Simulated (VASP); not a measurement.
# Sb in VASP: single point with PBE+D4

Aim: the single point of Sb with PBE+D4.

Program: VASP 6.6.1. These are calculated values, not measurements. Logs are shortened: lines on timing, memory, paths and dates and some standing lists are left out, and cuts for length are marked.

**1. The cell of the first run**

The cell holds a sheet with vacuum, 2 atoms: a = 4.059 Å, b = 4.059 Å, c = 27.100 Å, α = 90.00°, β = 90.00°, γ = 120.00°.

**2. Single point, PBE+D4**

INCAR reads:

```
SYSTEM = Sb
  PREC = Accurate
  ENCUT = 400
  EDIFF = 1E-6
  ISMEAR = 0
  SIGMA = 0.03
  LREAL = .FALSE.
  LASPH = .TRUE.
  NELM = 120
  ALGO = Normal
  ISIF = 2
  LWAVE = .FALSE.
  LCHARG = .FALSE.
  LDIPOL = .TRUE.
  IDIPOL = 3
  DIPOL = 0.5 0.5 0.289
  GGA = PE
  IVDW = 13
  NBANDS = 12
  GGA_COMPAT = .FALSE.
  NELMDL = -8
```

KPOINTS reads:

```
Automatic mesh
0
G
  12 12 1
  0 0 0
```

POSCAR reads:

```
Sb
1.0
    4.0585977580      0.0000000000      0.0000000000
   -2.0292988790      3.5148487622      0.0000000000
    0.0000000000      0.0000000000     27.1000000030
Sb
2
Direct
    0.3333333333      0.6666666667      0.2582503998
    0.6666666667      0.3333333333      0.3192403750
```

Potentials or basis: VASP PAW PBE potentials, release 64 (Sb).

Started as:

```console
> cat potpaw_PBE.64/Sb/POTCAR > POTCAR
> mpirun -np 1 vasp_std > vasp.out
```

OUTCAR:

```text
SYSTEM = Sb
   PREC = Accurate
   ENCUT = 400
   EDIFF = 1E-6
   ISMEAR = 0
   LREAL = .FALSE.
   LASPH = .TRUE.
   NELM = 120
   ISIF = 2
   GGA = PE
   IVDW = 13
   NELMDL = -8

 ion  position               nearest neighbor table
   1  0.333  0.667  0.258-   2 2.87   2 2.87   2 2.87
   2  0.667  0.333  0.319-   1 2.87   1 2.87   1 2.87

  LATTYP: Found a hexagonal cell.
 ALAT       =     4.0585977580
 C/A-ratio  =     6.6771830122

  Lattice vectors:

 A1 = (   4.0585977580,   0.0000000000,   0.0000000000)
 A2 = (  -2.0292988790,   3.5148487622,   0.0000000000)
 A3 = (   0.0000000000,   0.0000000000,  27.1000000030)

Analysis of symmetry for initial positions (statically):
=====================================================================
 Subroutine PRICEL returns:
 Original cell was already a primitive cell.

 Routine SETGRP: Setting up the symmetry group for a
 hexagonal supercell.

 Subroutine GETGRP returns: Found 12 space group operations
 (whereof  6 operations were pure point group operations)
 out of a pool of 24 trial point group operations.

The static configuration has the point symmetry C_3v.
 The point group associated with its full space group is D_3d.

Analysis of symmetry for dynamics (positions and initial velocities):
=====================================================================
 Subroutine PRICEL returns:
 Original cell was already a primitive cell.

 Routine SETGRP: Setting up the symmetry group for a
 hexagonal supercell.

 Subroutine GETGRP returns: Found 12 space group operations
 (whereof  6 operations were pure point group operations)
 out of a pool of 24 trial point group operations.

The dynamic configuration has the point symmetry C_3v.
 The point group associated with its full space group is D_3d.

 Subroutine INISYM returns: Found 12 space group operations
 (whereof  6 operations are pure point group operations),
 and found     1 'primitive' translations

----------------------------------------------------------------------------------------

                                     Primitive cell

  volume of cell :     386.5912

  direct lattice vectors                    reciprocal lattice vectors
     4.058597758  0.000000000  0.000000000     0.246390517  0.142253631  0.000000000
    -2.029298879  3.514848762  0.000000000     0.000000000  0.284507263  0.000000000
     0.000000000  0.000000000 27.100000003     0.000000000  0.000000000  0.036900369

  length of vectors
     4.058597758  4.058597758 27.100000003     0.284507263  0.284507263  0.036900369

  position of ions in fractional coordinates (direct lattice)
     0.333333333  0.666666667  0.258250400
     0.666666667  0.333333333  0.319240375

  ion indices of the primitive-cell ions
   primitive index   ion index
                 1           1
                 2           2

----------------------------------------------------------------------------------------

 KPOINTS: Automatic mesh

Automatic generation of k-mesh.
 Grid dimensions read from file:
 generate k-points for:   12   12    1

 Generating k-lattice:

  Cartesian coordinates                     Fractional coordinates (reciprocal lattice)
     0.020532543  0.011854469  0.000000000     0.083333333  0.000000000  0.000000000
     0.000000000  0.023708939  0.000000000     0.000000000  0.083333333  0.000000000
     0.000000000  0.000000000  0.036900369     0.000000000  0.000000000  1.000000000

  Length of vectors
     0.023708939  0.023708939  0.036900369

  Shift w.r.t. Gamma in fractional coordinates (k-lattice)
     0.000000000  0.000000000  0.000000000

 Subroutine IBZKPT returns following result:
 ===========================================

 Found     19 irreducible k-points:

 Following reciprocal coordinates:
            Coordinates               Weight
  0.000000  0.000000  0.000000      1.000000
  0.083333  0.000000  0.000000      6.000000
  0.166667  0.000000  0.000000      6.000000
  0.250000  0.000000  0.000000      6.000000
  0.333333  0.000000  0.000000      6.000000
  0.416667 -0.000000  0.000000      6.000000
[... 11 lines left out ...]
  0.333333  0.250000  0.000000     12.000000
  0.333333  0.333333  0.000000      2.000000
   k-points           NKPTS =     19   k-points in BZ     NKDIM =     19   number of bands    NBANDS=     12
   number of dos      NEDOS =    301   number of ions     NIONS =      2
   total plane-waves  NPLWV = 141120
   dimension x,y,z NGX =    28 NGY =   28 NGZ =  180
   dimension x,y,z NGXF=    56 NGYF=   56 NGZF=  360
   ions per type =               2
   NGX,Y,Z   is equivalent  to a cutoff of  11.47, 11.47, 11.04 a.u.
   NGXF,Y,Z  is equivalent  to a cutoff of  22.94, 22.94, 22.08 a.u.
 SYSTEM =  Sb
   PREC   = accura    normal or accurate (medium, high low for compatibility)
   ISTART =      0    job   : 0-new  1-cont  2-samecut
   ICHARG =      2    charge: 1-file 2-atom 10-const
   ISPIN  =      1    spin polarized calculation?
   LNONCOLLINEAR =      F non collinear calculations
   LSORBIT =      F    spin-orbit coupling
   LASPH  =      T    aspherical Exc in radial PAW
   ENCUT  =  400.0 eV  29.40 Ry    5.42 a.u.   6.62  6.62 44.19*2*pi/ulx,y,z
   NELM   =    120;   NELMIN=  2; NELMDL= -8     # of ELM steps
   EDIFF  = 0.1E-05   stopping-criterion for ELM
   LREAL  =      F    real-space projection
   EDIFFG = 0.1E-04   stopping-criterion for IOM
   NSW    =      0    number of steps for IOM
   IBRION =     -1    ionic relax: 0-MD 1-quasi-New 2-CG
   NFREE  =      0    steps in history (QN), initial steepest desc. (CG)
   ISIF   =      2    stress and relaxation
   ISYM   =      2    0-nonsym 1-usesym 2-fastsym
   POTIM  = 0.5000    time-step for ionic-motion
   TEBEG  =    0.0;   TEEND  =   0.0 temperature during run
   PSTRESS=    0.0 pullay stress
   NELECT =      10.0000    total number of electrons
   NUPDOWN=      -1.0000    fix difference up-down
   EMIN   =  10.00;   EMAX   =-10.00  energy-range for DOS
   EFERMI =   0.00;   METHOD = LEGACY
   ISMEAR =     0;   SIGMA  =   0.03  broadening in eV -4-tet -1-fermi 0-gaus
   EFERMI_NEDOS =   21; number of points for ismear=-14 and -15
   IALGO  =     38    algorithm
   IMIX   =      4    mixing-type and parameters
     AMIX     =   0.40;   BMIX     =  1.00
     AMIX_MAG =   1.60;   BMIX_MAG =  1.00
  volume/ion in A,a.u.               =     193.30      1304.42
  Fermi-wavevector in a.u.,A,eV,Ry     =   0.484162  0.914934  3.189383  0.234413
  Thomas-Fermi vector in A             =   1.483711
   LORBIT       =      0    0 simple, 1 ext, 2 COOP (PROOUT), +10 PAW based schemes
   GGA     = PE    functional components
   LHFCALC =     F    Hartree Fock is set to
   AEXX    =    0.0000 exact exchange contribution
   IVDW    =    13    specifies the selected vdW correction
   LEPSILON=     F    determine dielectric tensor
   LRPA    =     F    only Hartree local field effects (RPA)
 non-spin polarized calculation
 Gauss-broadening in eV      SIGMA  =   0.03
  energy-cutoff  :      400.00
  volume of cell :      386.59
 maximum number of plane-waves:      7097
 NGX is ok and might be reduce to    28
   NGX = 13   NGY = 13   NGZ = 89

 dipolmoment           0.000000      0.000000      0.000001 electrons x Angstroem

 number of electron      10.0000000 magnetization

 dipolmoment           0.000000      0.000000     -0.000000 electrons x Angstroem

 Free energy of the ion-electron system (eV)
  ---------------------------------------------------
  ext. energy  EPLUGINS =         0.00000000
  ---------------------------------------------------
  free energy    TOTEN  =        -8.09797561 eV

  energy without entropy =       -8.09797561  energy(sigma->0) =       -8.09797561

 E-fermi :  -2.7475     XC(G=0):  -2.0176

 val. band max:       -2.9284057296   @ k =   0.0000   0.0000   0.0000
 cond. band min:      -1.7657000179   @ k =   0.3333   0.0000   0.0000
 fundamental gap:      1.1627057117
 Fermi energy:        -2.7475086512

 k-point     1 :       0.0000    0.0000    0.0000
  band No.  band energies     occupation
      1     -14.4726      2.00000
      2      -9.3921      2.00000
      3      -3.7377      2.00000
      4      -2.9284      2.00000
      5      -2.9284      2.00000
      6      -1.2766      0.00000
      7      -0.1312      0.00000
      8      -0.1312      0.00000
      9       1.2284      0.00000
     10       1.5023      0.00000
     11       1.9441      0.00000
     12       2.2315      0.00000

 k-point     2 :       0.0833    0.0000    0.0000
  band No.  band energies     occupation
      1     -14.3957      2.00000
      2      -9.3815      2.00000
      3      -3.7007      2.00000
      4      -3.6880      2.00000
      5      -3.1094      2.00000
      6      -0.8001      0.00000
      7      -0.2105      0.00000
      8       0.0394      0.00000
      9       1.3382      0.00000
     10       1.5881      0.00000
     11       2.0277      0.00000
     12       2.3186      0.00000

 k-point     3 :       0.1667    0.0000    0.0000
  band No.  band energies     occupation
      1     -14.1675      2.00000
      2      -9.3844      2.00000
      3      -4.8233      2.00000
      4      -3.6172      2.00000
      5      -3.5083      2.00000
      6      -1.1860      0.00000
      7       0.3617      0.00000
      8       0.3997      0.00000
      9       1.5938      0.00000
     10       1.8464      0.00000
     11       2.2716      0.00000
     12       2.5663      0.00000

 k-point     4 :       0.2500    0.0000    0.0000
  band No.  band energies     occupation
      1     -13.7967      2.00000
      2      -9.5154      2.00000
      3      -5.7169      2.00000
      4      -3.9290      2.00000
      5      -3.6179      2.00000
      6      -1.6633      0.00000
      7       0.5014      0.00000
      8       0.5746      0.00000
      9       1.8352      0.00000
     10       2.2357      0.00000
     11       2.6699      0.00000
     12       2.9458      0.00000

 k-point     5 :       0.3333    0.0000    0.0000
  band No.  band energies     occupation
      1     -13.3062      2.00000
      2      -9.9119      2.00000
      3      -6.1422      2.00000
      4      -4.2705      2.00000
      5      -3.8910      2.00000
      6      -1.7657      0.00000
      7       0.0554      0.00000
      8       0.6260      0.00000
      9       2.3241      0.00000
     10       2.4561      0.00000
     11       3.1215      0.00000
     12       3.4468      0.00000
[... 153 lines left out ...]
      1     -12.2242      2.00000
      2     -10.9588      2.00000
      3      -6.2241      2.00000
      4      -5.1738      2.00000
      5      -4.5524      2.00000
      6      -1.0378      0.00000
      7      -0.0210      0.00000
      8       0.2363      0.00000
      9       2.4521      0.00000
     10       4.1311      0.00000
     11       4.2955      0.00000
     12       4.4355      0.00000

 k-point    17 :       0.2500    0.2500    0.0000
  band No.  band energies     occupation
      1     -12.5781      2.00000
      2     -10.5343      2.00000
      3      -6.1292      2.00000
      4      -5.6196      2.00000
      5      -4.1188      2.00000
      6      -1.0718      0.00000
      7      -0.2992      0.00000
      8       0.9505      0.00000
      9       3.1798      0.00000
     10       3.3026      0.00000
     11       3.7972      0.00000
     12       3.8418      0.00000

 k-point    18 :       0.3333    0.2500    0.0000
  band No.  band energies     occupation
      1     -12.0555      2.00000
      2     -11.0510      2.00000
      3      -6.4708      2.00000
      4      -5.2436      2.00000
      5      -4.5224      2.00000
      6      -1.4010      0.00000
      7       0.1778      0.00000
      8       0.7135      0.00000
      9       3.3051      0.00000
     10       3.8134      0.00000
     11       4.0948      0.00000
     12       4.5549      0.00000

 k-point    19 :       0.3333    0.3333    0.0000
  band No.  band energies     occupation
      1     -11.5401      2.00000
      2     -11.5401      2.00000
      3      -6.6507      2.00000
      4      -4.8736      2.00000
      5      -4.8736      2.00000
      6      -1.6125      0.00000
      7       0.5713      0.00000
      8       0.5713      0.00000
      9       3.5770      0.00000
     10       4.4017      0.00000
     11       4.4017      0.00000
     12       4.8578      0.00000

------------------------ aborting loop because EDIFF is reached ----------------------------------------

 vacuum level on the upper side and lower side of the slab       (xc-potential included)        -0.007        -0.007

  DFT-D4 for vdW energy calculation

  Edisp (eV):   -0.55426

  FORCE on cell =-STRESS in cart. coord.  units (eV):
  Direction    XX          YY          ZZ          XY          YZ          ZX
  --------------------------------------------------------------------------------------
  -------------------------------------------------------------------------------------
  Total       0.03126     0.03126     0.13922    -0.00000     0.00000    -0.00000
  in kB       0.12957     0.12957     0.57698    -0.00000     0.00000    -0.00000
  external pressure =        0.28 kB  Pullay stress =        0.00 kB

 VOLUME and BASIS-vectors are now :
 -----------------------------------------------------------------------------
  energy-cutoff  :      400.00
  volume of cell :      386.59
      direct lattice vectors                 reciprocal lattice vectors
     4.058597758  0.000000000  0.000000000     0.246390517  0.142253631  0.000000000
    -2.029298879  3.514848762  0.000000000     0.000000000  0.284507263  0.000000000
     0.000000000  0.000000000 27.100000003     0.000000000  0.000000000  0.036900369

 POSITION                                       TOTAL-FORCE (eV/Angst)
 -----------------------------------------------------------------------------------
     -0.00000      2.34323      6.99859        -0.000000      0.000000     -0.081839
      2.02930      1.17162      8.65141         0.000000     -0.000000      0.081839
 -----------------------------------------------------------------------------------
    total drift:                               -0.000000      0.000000     -0.000002

  FREE ENERGIE OF THE ION-ELECTRON SYSTEM (eV)
  ---------------------------------------------------
  free  energy   TOTEN  =        -8.6522362161 eV

  energy  without entropy=       -8.6522362161  energy(sigma->0) =       -8.65223622

 vacuum level on the upper side and lower side of the slab         1.770         1.770
```

It took 1.9 min on 1 thread of Intel Xeon 6975P-C (Granite Rapids), shared host; peak memory 0.34 GiB.

What came out:

```
Free energy                : -8.6522 eV
Largest force              : 0.082 eV/Å
Band gap on the k mesh     : 1.16 eV, indirect (least direct gap 1.65 eV)
Dispersion energy per atom : -0.277 eV
```

Forces on the atoms (eV/Å):
```
Sb   0.000  0.000 -0.082
Sb   0.000  0.000  0.082
```

Caveat: spin-orbit coupling is left out, which moves the levels of the heavy elements.
